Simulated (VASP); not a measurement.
# CoO (Pm-3m) in VASP: notebook

The runs below take CoO through single point, with PBE+U.

Program: VASP 6.6.1. These are calculated values, not measurements. Logs are shortened: lines on timing, memory, paths and dates and some standing lists are left out, and cuts for length are marked.

## (1) The cell of the first run

Symmetry: Pm-3m, No. 221, cubic system. The conventional cell has a = 2.571 Å, b = 2.571 Å, c = 2.571 Å, α = 90.00°, β = 90.00°, γ = 90.00°. Within 2.9 Å of Co (site symmetry m-3m) lie 8 O at 2.23 Å and 6 Co at 2.57 Å. O (site symmetry m-3m) has 8 Co at 2.23 Å and 6 O at 2.57 Å within 2.9 Å.

## (2) Single point, PBE+U, collinear spin, ferromagnetic start

INCAR reads:

```
SYSTEM = CoO
PREC = Accurate ; ENCUT = 520
EDIFF = 1E-7 ; ISMEAR = 0
SIGMA = 0.05 ; LREAL = .FALSE.
LASPH = .TRUE. ; NELM = 150
ALGO = Normal ; ISIF = 2
LWAVE = .FALSE. ; LCHARG = .TRUE.
ISPIN = 2 ; MAGMOM = 2 0
LORBIT = 11 ; LMAXMIX = 4
LDAU = .TRUE. ; LDAUTYPE = 2
LDAUL = 2 -1 ; LDAUU = 3 0
LDAUJ = 0 0 ; LDAUPRINT = 1
GGA = PE ; LELF = .TRUE.
LVHAR = .TRUE. ; NBANDS = 18
```

KPOINTS reads:

```
regular mesh
0
G
  9 9 9
  0 0 0
```

POSCAR reads:

```
CoO
1.0
    2.5705263100      0.0000000000      0.0000000000
    0.0000000000      2.5705263100      0.0000000000
    0.0000000000      0.0000000000      2.5705263100
Co O
1 1
Direct
    0.0000000000      0.0000000000      0.0000000000
    0.5000000000      0.5000000000      0.5000000000
```

Potentials or basis: VASP PAW PBE potentials, release 64 (Co, O).

Run with:

```sh
> cat potpaw_PBE.64/Co/POTCAR potpaw_PBE.64/O/POTCAR > POTCAR
> mpirun -np 1 vasp_std > vasp.out
```

OUTCAR:

```text
SYSTEM = CoO
   PREC = Accurate
   ENCUT = 520
   EDIFF = 1E-7
   ISMEAR = 0
   LREAL = .FALSE.
   LASPH = .TRUE.
   NELM = 150
   ISIF = 2
   ISPIN = 2
   LORBIT = 11
   GGA = PE

 ion  position               nearest neighbor table
   1  0.000  0.000  0.000-   2 2.23   2 2.23   2 2.23   2 2.23   2 2.23   2 2.23   2 2.23   2 2.23

   2  0.500  0.500  0.500-   1 2.23   1 2.23   1 2.23   1 2.23   1 2.23   1 2.23   1 2.23   1 2.23

  LATTYP: Found a simple cubic cell.
 ALAT       =     2.5705263100

  Lattice vectors:

 A1 = (   2.5705263100,   0.0000000000,   0.0000000000)
 A2 = (   0.0000000000,   2.5705263100,   0.0000000000)
 A3 = (   0.0000000000,   0.0000000000,   2.5705263100)

Analysis of symmetry for initial positions (statically):
=====================================================================
 Subroutine PRICEL returns:
 Original cell was already a primitive cell.

 Routine SETGRP: Setting up the symmetry group for a
 simple cubic supercell.

 Subroutine GETGRP returns: Found 48 space group operations
 (whereof 48 operations were pure point group operations)
 out of a pool of 48 trial point group operations.

The static configuration has the point symmetry O_h .

Analysis of symmetry for dynamics (positions and initial velocities):
=====================================================================
 Subroutine PRICEL returns:
 Original cell was already a primitive cell.

 Routine SETGRP: Setting up the symmetry group for a
 simple cubic supercell.

 Subroutine GETGRP returns: Found 48 space group operations
 (whereof 48 operations were pure point group operations)
 out of a pool of 48 trial point group operations.

The dynamic configuration has the point symmetry O_h .

Analysis of structural, dynamic, and magnetic symmetry:
=====================================================================
 Subroutine PRICEL returns:
 Original cell was already a primitive cell.

 Routine SETGRP: Setting up the symmetry group for a
 simple cubic supercell.

 Subroutine GETGRP returns: Found 48 space group operations
 (whereof 48 operations were pure point group operations)
 out of a pool of 48 trial point group operations.

The overall configuration has the point symmetry O_h .

 Subroutine INISYM returns: Found 48 space group operations
 (whereof 48 operations are pure point group operations),
 and found     1 'primitive' translations

----------------------------------------------------------------------------------------

                                     Primitive cell

  volume of cell :      16.9850

  direct lattice vectors                    reciprocal lattice vectors
     2.570526310  0.000000000  0.000000000     0.389025390  0.000000000  0.000000000
     0.000000000  2.570526310  0.000000000     0.000000000  0.389025390  0.000000000
     0.000000000  0.000000000  2.570526310     0.000000000  0.000000000  0.389025390

  length of vectors
     2.570526310  2.570526310  2.570526310     0.389025390  0.389025390  0.389025390

  position of ions in fractional coordinates (direct lattice)
     0.000000000  0.000000000  0.000000000
     0.500000000  0.500000000  0.500000000

  ion indices of the primitive-cell ions
   primitive index   ion index
                 1           1
                 2           2

----------------------------------------------------------------------------------------

 KPOINTS: regular mesh

Automatic generation of k-mesh.
 Grid dimensions read from file:
 generate k-points for:    9    9    9

 Generating k-lattice:
[... 62 lines left out ...]
   EDIFF  = 0.1E-06   stopping-criterion for ELM
   LREAL  =      F    real-space projection
   EDIFFG = 0.1E-05   stopping-criterion for IOM
   NSW    =      0    number of steps for IOM
   IBRION =     -1    ionic relax: 0-MD 1-quasi-New 2-CG
   NFREE  =      0    steps in history (QN), initial steepest desc. (CG)
   ISIF   =      2    stress and relaxation
   ISYM   =      2    0-nonsym 1-usesym 2-fastsym
   POTIM  = 0.5000    time-step for ionic-motion
   TEBEG  =    0.0;   TEEND  =   0.0 temperature during run
   PSTRESS=    0.0 pullay stress
   NELECT =      15.0000    total number of electrons
   NUPDOWN=      -1.0000    fix difference up-down
   EMIN   =  10.00;   EMAX   =-10.00  energy-range for DOS
   EFERMI =   0.00;   METHOD = LEGACY
   ISMEAR =     0;   SIGMA  =   0.05  broadening in eV -4-tet -1-fermi 0-gaus
   EFERMI_NEDOS =   21; number of points for ismear=-14 and -15
   IALGO  =     38    algorithm
   IMIX   =      4    mixing-type and parameters
     AMIX     =   0.40;   BMIX     =  1.00
     AMIX_MAG =   1.60;   BMIX_MAG =  1.00
  volume/ion in A,a.u.               =       8.49        57.31
  Fermi-wavevector in a.u.,A,eV,Ry     =   1.570664  2.968124 33.565360  2.466984
  Thomas-Fermi vector in A             =   2.672363
   LORBIT       =     11    0 simple, 1 ext, 2 COOP (PROOUT), +10 PAW based schemes
 LDA+U is selected, type is set to LDAUTYPE =  2
   angular momentum for each species LDAUL =     2   -1
   U (eV)           for each species LDAUU =   3.0  0.0
   J (eV)           for each species LDAUJ =   0.0  0.0
   GGA     = PE    functional components
   LHFCALC =     F    Hartree Fock is set to
   AEXX    =    0.0000 exact exchange contribution
   IVDW    =     0    specifies the selected vdW correction
   LEPSILON=     F    determine dielectric tensor
   LRPA    =     F    only Hartree local field effects (RPA)
 spin polarized calculation
 Gauss-broadening in eV      SIGMA  =   0.05
  energy-cutoff  :      520.00
  volume of cell :       16.99
 maximum number of plane-waves:       466
 NGX is ok and might be reduce to    20
   NGX =  9   NGY =  9   NGZ =  9

atom =   1  type =  1  l = 2

 onsite density matrix

spin component  1

  0.9969  0.0000  0.0000 -0.0000 -0.0000
  0.0000  0.9969 -0.0000  0.0000  0.0000
  0.0000 -0.0000  0.9612 -0.0000  0.0000
 -0.0000  0.0000 -0.0000  0.9969 -0.0000
 -0.0000  0.0000  0.0000 -0.0000  0.9612

spin component  2

  0.1258 -0.0000  0.0000  0.0000  0.0000
 -0.0000  0.1258  0.0000 -0.0000  0.0000
  0.0000  0.0000  0.9484  0.0000 -0.0000
  0.0000 -0.0000  0.0000  0.1258  0.0000
  0.0000  0.0000 -0.0000  0.0000  0.9484

 occupancies and eigenvectors

  o =  0.1258  v =  0.0000  0.0000  0.0000  0.0000  0.0000  0.9997  0.0174 -0.0000 -0.0142 -0.0000      0.0000  0.0000  0.0000  0.0000  0.0000  0.0000  0.0000  0.0000  0.0000  0.0000
  o =  0.1258  v =  0.0000  0.0000  0.0000  0.0000  0.0000  0.0158 -0.9945 -0.0000 -0.1036  0.0000      0.0000  0.0000  0.0000  0.0000  0.0000  0.0000  0.0000  0.0000  0.0000  0.0000
  o =  0.1258  v =  0.0000  0.0000  0.0000  0.0000  0.0000 -0.0159  0.1033  0.0000 -0.9945  0.0000      0.0000  0.0000  0.0000  0.0000  0.0000  0.0000  0.0000  0.0000  0.0000  0.0000
  o =  0.9484  v =  0.0000  0.0000  0.0000  0.0000  0.0000 -0.0000 -0.0000 -0.2490 -0.0000 -0.9685      0.0000  0.0000  0.0000  0.0000  0.0000  0.0000  0.0000  0.0000  0.0000  0.0000
  o =  0.9484  v =  0.0000  0.0000  0.0000  0.0000  0.0000  0.0000 -0.0000  0.9685  0.0000 -0.2490      0.0000  0.0000  0.0000  0.0000  0.0000  0.0000  0.0000  0.0000  0.0000  0.0000
  o =  0.9612  v =  0.0000  0.0000  0.0964  0.0000 -0.9953  0.0000  0.0000  0.0000  0.0000  0.0000      0.0000  0.0000  0.0000  0.0000  0.0000  0.0000  0.0000  0.0000  0.0000  0.0000
  o =  0.9612  v =  0.0000  0.0000 -0.9953 -0.0000 -0.0964  0.0000  0.0000  0.0000  0.0000  0.0000      0.0000  0.0000  0.0000  0.0000  0.0000  0.0000  0.0000  0.0000  0.0000  0.0000
  o =  0.9969  v =  0.0000  0.0411 -0.0000  0.9992 -0.0000  0.0000  0.0000  0.0000  0.0000  0.0000      0.0000  0.0000  0.0000  0.0000  0.0000  0.0000  0.0000  0.0000  0.0000  0.0000
  o =  0.9969  v =  0.0000 -0.9992 -0.0000  0.0411 -0.0000  0.0000  0.0000  0.0000  0.0000  0.0000      0.0000  0.0000  0.0000  0.0000  0.0000  0.0000  0.0000  0.0000  0.0000  0.0000
  o =  0.9969  v =  1.0000  0.0000  0.0000  0.0000  0.0000  0.0000  0.0000  0.0000  0.0000  0.0000      0.0000  0.0000  0.0000  0.0000  0.0000  0.0000  0.0000  0.0000  0.0000  0.0000

 number of electron      15.0000024 magnetization       3.0000687

 Free energy of the ion-electron system (eV)
  ---------------------------------------------------
  ext. energy  EPLUGINS =         0.00000000
  ---------------------------------------------------
  free energy    TOTEN  =       -11.29694729 eV

  energy without entropy =      -11.29694729  energy(sigma->0) =      -11.29694729

 E-fermi :   9.0950     XC(G=0): -13.2510

 val. band max:        8.8579989195   @ k =   0.4444   0.0000   0.0000
 cond. band min:      10.3213042891   @ k =   0.4444   0.4444   0.0000
 fundamental gap:      1.4633053696
 Fermi energy:         9.0949718049

 spin component 1

 k-point     1 :       0.0000    0.0000    0.0000
  band No.  band energies     occupation
      1     -10.9831      1.00000
      2       3.7928      1.00000
      3       3.7929      1.00000
      4       4.9430      1.00000
      5       4.9430      1.00000
      6       4.9432      1.00000
[... 1001 lines left out ...]
     17      39.8479      0.00000
     18      40.3604      0.00000

 [... further k-points ...]

------------------------ aborting loop because EDIFF is reached ----------------------------------------

  FORCE on cell =-STRESS in cart. coord.  units (eV):
  Direction    XX          YY          ZZ          XY          YZ          ZX
  --------------------------------------------------------------------------------------
  -------------------------------------------------------------------------------------
  Total        1.9048259      1.9048259      1.9048259     -0.0000000      0.0000000     -0.0000000
  in kB      179.6799878    179.6799878    179.6799878     -0.0000000      0.0000000     -0.0000000
  external PRESSURE =     179.6799878 kB  Pullay stress =       0.0000000 kB

 VOLUME and BASIS-vectors are now :
 -----------------------------------------------------------------------------
  energy-cutoff  :      520.00
  volume of cell :       16.99
      direct lattice vectors                 reciprocal lattice vectors
     2.570526310  0.000000000  0.000000000     0.389025390  0.000000000  0.000000000
     0.000000000  2.570526310  0.000000000     0.000000000  0.389025390  0.000000000
     0.000000000  0.000000000  2.570526310     0.000000000  0.000000000  0.389025390

 POSITION                                       TOTAL-FORCE (eV/Angst)
 -----------------------------------------------------------------------------------
      0.00000      0.00000      0.00000         0.000000      0.000000      0.000000
      1.28526      1.28526      1.28526         0.000000      0.000000      0.000000
 -----------------------------------------------------------------------------------
    total drift:                               -0.000000      0.000000      0.000000

  FREE ENERGIE OF THE ION-ELECTRON SYSTEM (eV)
  ---------------------------------------------------
  free  energy   TOTEN  =       -11.2969472901 eV

  energy  without entropy=      -11.2969472901  energy(sigma->0) =      -11.29694729

 total charge

# of ion       s       p       d       tot
------------------------------------------
    1        0.311   0.390   7.162   7.863
    2        1.569   3.436   0.000   5.005
--------------------------------------------------
tot          1.880   3.826   7.162  12.867

 magnetization (x)

# of ion       s       p       d       tot
------------------------------------------
    1        0.011   0.015   2.638   2.663
    2        0.023   0.272   0.000   0.295
--------------------------------------------------
tot          0.034   0.286   2.638   2.958
```

Run time: 35 s. Hardware: 1 thread of AMD EPYC 7R13 (Zen 3), shared host; peak memory 0.11 GiB.

What came out:

```
Free energy                                           : -11.2969 eV
Pressure                                              : 18.0 GPa
Band gap on the k mesh                                : 1.46 eV, indirect (least direct gap 1.95 eV)
Net moment                                            : 3.00 μB per cell
Site moments                                          : Co +2.66; O +0.29 μB
Valence electrons inside the program's atomic spheres : Co 7.86; O 5.00
```

Eigenvalues of the final occupation matrices:
| site | spin | trace | eigenvalues |
| --- | --- | --- | --- |
| site 1 d | 1 | 4.91 | 0.96 0.96 1.00 1.00 1.00 |
| site 1 d | 2 | 2.27 | 0.13 0.13 0.13 0.95 0.95 |

Caveat: a cell with one magnetic atom can't hold antiferromagnetic order, which such compounds often take.

## (3) Single point, PBE+U, collinear spin, ferromagnetic start

INCAR reads:

```
  ALGO = Normal
  EDIFF = 1E-6
  ENCUT = 520
  GGA = PE
  ISIF = 2
  ISMEAR = 0
  ISPIN = 2
  LASPH = T
  LCHARG = F
  LDAU = T
  LDAUJ = 0 0
  LDAUL = 2 -1
  LDAUPRINT = 1
  LDAUTYPE = 2
  LDAUU = 3 0
  LMAXMIX = 4
  LORBIT = 11
  LREAL = F
  LWAVE = F
  MAGMOM = 2 0
  NBANDS = 18
  NELM = 150
  PREC = Accurate
  SIGMA = 0.05
```

KPOINTS reads:

```
k-points
0
Gamma
  9 9 9
```

POSCAR is that of step 2.

Potentials or basis: VASP PAW PBE potentials, release 64 (Co, O).

Run with:

```sh
> cat potpaw_PBE.64/Co/POTCAR potpaw_PBE.64/O/POTCAR > POTCAR
> mpirun -np 1 vasp_std > vasp.out
```

Wall time 25 s (1 thread of AMD EPYC 7R13 (Zen 3), shared host); peak memory 0.11 GiB.

Results (log left out):

```yaml
Free_energy: -11.2969 eV
Pressure: 17.8 GPa
Band_gap_on_the_k_mesh: 1.46 eV, indirect (least direct gap 1.95 eV)
Net_moment: 3.00 μB per cell
Site_moments: Co +2.66; O +0.29 μB
Valence_electrons_inside_the_program's_atomic_spheres: Co 7.86; O 5.00
```

Levels at points of the mesh, in eV from the valence-band top:
Spin up:
```
           k point  band 5  band 6  band 7  band 8  band 9  band 10  band 11  band 12  band 13  band 14
(0.00, 0.00, 0.00)   -3.91   -3.91   -1.91   -1.91   -1.91     1.76    15.61    15.61    21.33    21.33
```
Spin down:
```csv
k point,band 4,band 5,band 6,band 7,band 8,band 9
"(0.00, 0.00, 0.00)",-1.34,-1.34,-1.34,2.44,2.44,2.44
```

Eigenvalues of the final occupation matrices:
| site | spin | trace | eigenvalues |
| --- | --- | --- | --- |
| site 1 d | 1 | 4.91 | 0.96 0.96 1.00 1.00 1.00 |
| site 1 d | 2 | 2.27 | 0.13 0.13 0.13 0.95 0.95 |

Caveat: a cell with one magnetic atom can't hold antiferromagnetic order, which such compounds often take.

## (4) Single point, PBE+U, collinear spin, ferromagnetic start

INCAR reads:

```
SYSTEM = CoO
PREC = Accurate ; ENCUT = 600
EDIFF = 1E-6 ; ISMEAR = 0
SIGMA = 0.05 ; LREAL = .FALSE.
LASPH = .TRUE. ; NELM = 200
ALGO = Normal ; ISIF = 2
LWAVE = .FALSE. ; LCHARG = .TRUE.
ISPIN = 2 ; MAGMOM = 2 0
LORBIT = 11 ; LMAXMIX = 4
LDAU = .TRUE. ; LDAUTYPE = 2
LDAUL = 2 -1 ; LDAUU = 3 0
LDAUJ = 0 0 ; LDAUPRINT = 1
GGA = PE ; LELF = .TRUE.
LVHAR = .TRUE. ; NBANDS = 22
GGA_COMPAT = .FALSE.
```

KPOINTS reads:

```
regular mesh
0
G
  9 9 9
  0 0 0
```

POSCAR is that of step 3.

Potentials or basis: VASP PAW PBE potentials, release 64 (Co_sv, O).

Run with:

```sh
> cat potpaw_PBE.64/Co_sv/POTCAR potpaw_PBE.64/O/POTCAR > POTCAR
> mpirun -np 1 vasp_std > vasp.out
```

OUTCAR:

```text
SYSTEM = CoO
   PREC = Accurate
   ENCUT = 600
   EDIFF = 1E-6
   ISMEAR = 0
   LREAL = .FALSE.
   LASPH = .TRUE.
   NELM = 200
   ISIF = 2
   ISPIN = 2
   LORBIT = 11
   GGA = PE

 ion  position               nearest neighbor table
   1  0.000  0.000  0.000-   2 2.23   2 2.23   2 2.23   2 2.23   2 2.23   2 2.23   2 2.23   2 2.23

   2  0.500  0.500  0.500-   1 2.23   1 2.23   1 2.23   1 2.23   1 2.23   1 2.23   1 2.23   1 2.23

  LATTYP: Found a simple cubic cell.
 ALAT       =     2.5705263100

  Lattice vectors:

 A1 = (   2.5705263100,   0.0000000000,   0.0000000000)
 A2 = (   0.0000000000,   2.5705263100,   0.0000000000)
 A3 = (   0.0000000000,   0.0000000000,   2.5705263100)

Analysis of symmetry for initial positions (statically):
=====================================================================
 Subroutine PRICEL returns:
 Original cell was already a primitive cell.

 Routine SETGRP: Setting up the symmetry group for a
 simple cubic supercell.

 Subroutine GETGRP returns: Found 48 space group operations
 (whereof 48 operations were pure point group operations)
[... 1428 lines left out ...]

 [... further k-points ...]

------------------------ aborting loop because EDIFF is reached ----------------------------------------

  FORCE on cell =-STRESS in cart. coord.  units (eV):
  Direction    XX          YY          ZZ          XY          YZ          ZX
  --------------------------------------------------------------------------------------
  -------------------------------------------------------------------------------------
  Total        1.8743693      1.8743693      1.8743693     -0.0000000      0.0000000      0.0000000
  in kB      176.8070520    176.8070520    176.8070520     -0.0000000      0.0000000      0.0000000
  external PRESSURE =     176.8070520 kB  Pullay stress =       0.0000000 kB

 VOLUME and BASIS-vectors are now :
 -----------------------------------------------------------------------------
  energy-cutoff  :      600.00
  volume of cell :       16.99
      direct lattice vectors                 reciprocal lattice vectors
     2.570526310  0.000000000  0.000000000     0.389025390  0.000000000  0.000000000
     0.000000000  2.570526310  0.000000000     0.000000000  0.389025390  0.000000000
     0.000000000  0.000000000  2.570526310     0.000000000  0.000000000  0.389025390

 POSITION                                       TOTAL-FORCE (eV/Angst)
 -----------------------------------------------------------------------------------
      0.00000      0.00000      0.00000         0.000000      0.000000      0.000000
      1.28526      1.28526      1.28526         0.000000      0.000000      0.000000
 -----------------------------------------------------------------------------------
    total drift:                                0.000000      0.000000     -0.000000

  FREE ENERGIE OF THE ION-ELECTRON SYSTEM (eV)
  ---------------------------------------------------
  free  energy   TOTEN  =       -10.9881601621 eV

  energy  without entropy=      -10.9881601621  energy(sigma->0) =      -10.98816016

 total charge

# of ion       s       p       d       tot
------------------------------------------
    1        2.151   6.073   6.692  14.916
    2        1.564   3.444   0.000   5.008
--------------------------------------------------
tot          3.715   9.516   6.692  19.924

 magnetization (x)

# of ion       s       p       d       tot
------------------------------------------
    1        0.008   0.010   2.591   2.609
    2        0.025   0.271   0.000   0.296
--------------------------------------------------
tot          0.033   0.281   2.591   2.905
```

stdout:

```text
POSCAR found type information on POSCAR CoO
 POSCAR found :  2 types and       2 ions
 scaLAPACK will be used
 LDA part: xc-table for (Slater+PW92), standard interpolation
 POSCAR, INCAR and KPOINTS ok, starting setup
 FFT: planning ... GRIDC
 FFT: planning ... GRID_SOFT
 FFT: planning ... GRID
 WAVECAR not read
 entering main loop
```

It took 14 s on 1 thread of Intel Xeon 6975P-C (Granite Rapids), shared host; peak memory 0.16 GiB.

Results:

| Item | Value |
| --- | --- |
| Free energy | -10.9882 eV |
| Pressure | 17.7 GPa |
| Band gap on the k mesh | 1.53 eV, indirect (least direct gap 1.81 eV) |
| Net moment | 3.00 μB per cell |
| Site moments | Co +2.61; O +0.30 μB |
| Valence electrons inside the program's atomic spheres | Co 14.92; O 5.01 |

Eigenvalues of the final occupation matrices:
```
    site  spin  trace               eigenvalues
site 1 d     1   4.66  0.91 0.91 0.95 0.95 0.95
site 1 d     2   2.06  0.09 0.09 0.09 0.89 0.89
```

Caveat: a cell with one magnetic atom can't hold antiferromagnetic order, which such compounds often take.

(Continued in part 2 of 2.)
